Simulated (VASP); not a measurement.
# BeBi (Fd-3m) in VASP: a series of runs, part 2 of 2

VASP 6.6.1. Earlier steps stand in the parts before.

## Step 3: Single point, PBE

This run uses another cell than the first one, of 23.36 Å³/atom, 1.133 times its volume.

INCAR reads:

```
SYSTEM = BeBi
PREC     = Accurate       ! precision mode
ENCUT    = 520            ! plane-wave cutoff, eV
EDIFF    = 1E-7           ! SCF threshold, eV
ISMEAR   = 0              ! smearing method
SIGMA    = 0.1            ! smearing width, eV
LREAL    = .FALSE.        ! projectors in reciprocal space
LASPH    = .TRUE.         ! aspherical terms in the spheres
NELM     = 80             ! most SCF steps
ALGO     = Normal         ! electronic algorithm
ISIF     = 2              ! what is computed and relaxed
LWAVE    = .FALSE.        ! write WAVECAR
LCHARG   = .FALSE.        ! write CHGCAR
GGA      = PE             ! functional
NBANDS   = 25             ! bands
```

KPOINTS reads:

```
regular mesh
0
G
  4 4 4
  0 0 0
```

POSCAR reads:

```
BeBi
1.0
    0.0000000000      3.6014237282      3.6014237282
    3.6014237282      0.0000000000      3.6014237282
    3.6014237282      3.6014237282      0.0000000000
Be Bi
2 2
Direct
    0.5000000000      0.5000000000      0.5000000000
    0.7500000000      0.7500000000      0.7500000000
    0.0000000000      0.0000000000      0.0000000000
    0.2500000000      0.2500000000      0.2500000000
```

Potentials or basis: VASP PAW PBE potentials, release 64 (Be, Bi_d).

Run with:

```
$ cat potpaw_PBE.64/Be/POTCAR potpaw_PBE.64/Bi_d/POTCAR > POTCAR
$ mpirun -np 1 vasp_std > vasp.out
```

OUTCAR:

```text
SYSTEM = BeBi
   PREC = Accurate
   ENCUT = 520
   EDIFF = 1E-7
   ISMEAR = 0
   LREAL = .FALSE.
   LASPH = .TRUE.
   NELM = 80
   ISIF = 2
   GGA = PE

 ion  position               nearest neighbor table
   1  0.500  0.500  0.500-   4 3.12   4 3.12   4 3.12   4 3.12
   2  0.750  0.750  0.750-   3 3.12   3 3.12   3 3.12   3 3.12
   3  0.000  0.000  0.000-   2 3.12   2 3.12   2 3.12   4 3.12   4 3.12   4 3.12   4 3.12   2 3.12

   4  0.250  0.250  0.250-   3 3.12   3 3.12   3 3.12   1 3.12   1 3.12   1 3.12   3 3.12   1 3.12

  LATTYP: Found a face centered cubic cell.
 ALAT       =     7.2028474564

  Lattice vectors:

 A1 = (   0.0000000000,   3.6014237282,   3.6014237282)
 A2 = (   3.6014237282,   0.0000000000,   3.6014237282)
 A3 = (   3.6014237282,   3.6014237282,   0.0000000000)

Analysis of symmetry for initial positions (statically):
=====================================================================
 Subroutine PRICEL returns:
 Original cell was already a primitive cell.

 Routine SETGRP: Setting up the symmetry group for a
 face centered cubic supercell.

 Subroutine GETGRP returns: Found 48 space group operations
 (whereof 24 operations were pure point group operations)
 out of a pool of 48 trial point group operations.

The static configuration has the point symmetry T_d .
 The point group associated with its full space group is O_h .

Analysis of symmetry for dynamics (positions and initial velocities):
=====================================================================
 Subroutine PRICEL returns:
 Original cell was already a primitive cell.

 Routine SETGRP: Setting up the symmetry group for a
 face centered cubic supercell.

 Subroutine GETGRP returns: Found 48 space group operations
 (whereof 24 operations were pure point group operations)
 out of a pool of 48 trial point group operations.

The dynamic configuration has the point symmetry T_d .
 The point group associated with its full space group is O_h .

[... 103 lines left out ...]
   IMIX   =      4    mixing-type and parameters
     AMIX     =   0.40;   BMIX     =  1.00
     AMIX_MAG =   1.60;   BMIX_MAG =  1.00
  volume/ion in A,a.u.               =      23.36       157.61
  Fermi-wavevector in a.u.,A,eV,Ry     =   1.168827  2.208763 18.587690  1.366157
  Thomas-Fermi vector in A             =   2.305308
   LORBIT       =      0    0 simple, 1 ext, 2 COOP (PROOUT), +10 PAW based schemes
   GGA     = PE    functional components
   LHFCALC =     F    Hartree Fock is set to
   AEXX    =    0.0000 exact exchange contribution
   IVDW    =     0    specifies the selected vdW correction
   LEPSILON=     F    determine dielectric tensor
   LRPA    =     F    only Hartree local field effects (RPA)
 non-spin polarized calculation
 Gauss-broadening in eV      SIGMA  =   0.10
  energy-cutoff  :      520.00
  volume of cell :       93.42
 maximum number of plane-waves:      2565
 NGX is ok and might be reduce to    40
   NGX = 19   NGY = 19   NGZ = 19

 number of electron      33.9999997 magnetization

 Free energy of the ion-electron system (eV)
  ---------------------------------------------------
  ext. energy  EPLUGINS =         0.00000000
  ---------------------------------------------------
  free energy    TOTEN  =       -11.08491329 eV

  energy without entropy =      -11.06165156  energy(sigma->0) =      -11.07328243

 E-fermi :   6.0011     XC(G=0):  -9.7119

 val. band max:        5.9955118302   @ k =   0.5000   0.2500   0.0000
 cond. band min:       6.1233016420   @ k =   0.2500   0.0000   0.0000
 fundamental gap:      0.1277898118
 Fermi energy:         6.0011357080

 k-point     1 :       0.0000    0.0000    0.0000
  band No.  band energies     occupation
      1     -16.8939      2.00000
      2     -16.8939      2.00000
      3     -16.8939      2.00000
      4     -16.8413      2.00000
      5     -16.8413      2.00000
      6     -16.6610      2.00000
[... 213 lines left out ...]
     24      11.2700      0.00000
     25      11.8293      0.00000

------------------------ aborting loop because EDIFF is reached ----------------------------------------

  FORCE on cell =-STRESS in cart. coord.  units (eV):
  Direction    XX          YY          ZZ          XY          YZ          ZX
  --------------------------------------------------------------------------------------
  -------------------------------------------------------------------------------------
  Total       -0.1551579     -0.1551579     -0.1551579      0.0000000      0.0000000      0.0000000
  in kB       -2.6609199     -2.6609199     -2.6609199      0.0000000      0.0000000      0.0000000
  external PRESSURE =      -2.6609199 kB  Pullay stress =       0.0000000 kB

 VOLUME and BASIS-vectors are now :
 -----------------------------------------------------------------------------
  energy-cutoff  :      520.00
  volume of cell :       93.42
      direct lattice vectors                 reciprocal lattice vectors
     0.000000000  3.601423728  3.601423728    -0.138833983  0.138833983  0.138833983
     3.601423728  0.000000000  3.601423728     0.138833983 -0.138833983  0.138833983
     3.601423728  3.601423728  0.000000000     0.138833983  0.138833983 -0.138833983

 POSITION                                       TOTAL-FORCE (eV/Angst)
 -----------------------------------------------------------------------------------
      3.60142      3.60142      3.60142         0.000000      0.000000      0.000000
      5.40214      5.40214      5.40214        -0.000000     -0.000000     -0.000000
      0.00000      0.00000      0.00000        -0.000000     -0.000000     -0.000000
      1.80071      1.80071      1.80071         0.000000      0.000000      0.000000
 -----------------------------------------------------------------------------------
    total drift:                               -0.000000      0.000000      0.000000

  FREE ENERGIE OF THE ION-ELECTRON SYSTEM (eV)
  ---------------------------------------------------
  free  energy   TOTEN  =       -11.0849132920 eV

  energy  without entropy=      -11.0616515622  energy(sigma->0) =      -11.07328243
```

stdout:

```text
POSCAR found type information on POSCAR BeBi
 POSCAR found :  2 types and       4 ions
 scaLAPACK will be used
 LDA part: xc-table for (Slater+PW92), standard interpolation
 POSCAR, INCAR and KPOINTS ok, starting setup
 FFT: planning ... GRIDC
 FFT: planning ... GRID_SOFT
 FFT: planning ... GRID
 WAVECAR not read
 entering main loop
```

It took 35 s on 1 thread of Oxide Virtual Turin-like, shared host; peak memory 0.2 GiB.

What came out:

```
Free energy            : -11.0849 eV
Pressure               : -0.3 GPa
Band gap on the k mesh : zero (band 17 reaches 9.19 eV, above the bottom of band 18 at 5.16 eV)
```

Levels at points of the mesh, in eV from the Fermi level:
```csv
k point,band 13,band 14,band 15,band 16,band 17,band 18,band 19,band 20,band 21,band 22
"(0.00, 0.00, 0.00)",-2.16,-1.73,-1.73,-1.73,-0.84,-0.84,-0.84,1.17,1.17,1.17
"(0.50, 0.00, 0.00)",-4.78,-2.80,-2.80,-0.73,-0.73,-0.70,1.93,2.48,3.85,3.85
"(0.50, 0.50, 0.00)",-4.24,-4.24,-3.48,-3.48,3.19,3.19,3.28,3.28,3.49,3.49
```

Caveat: the k points lie up to 0.38 Å⁻¹ apart; spin-orbit coupling is left out, which moves the levels of the heavy elements.
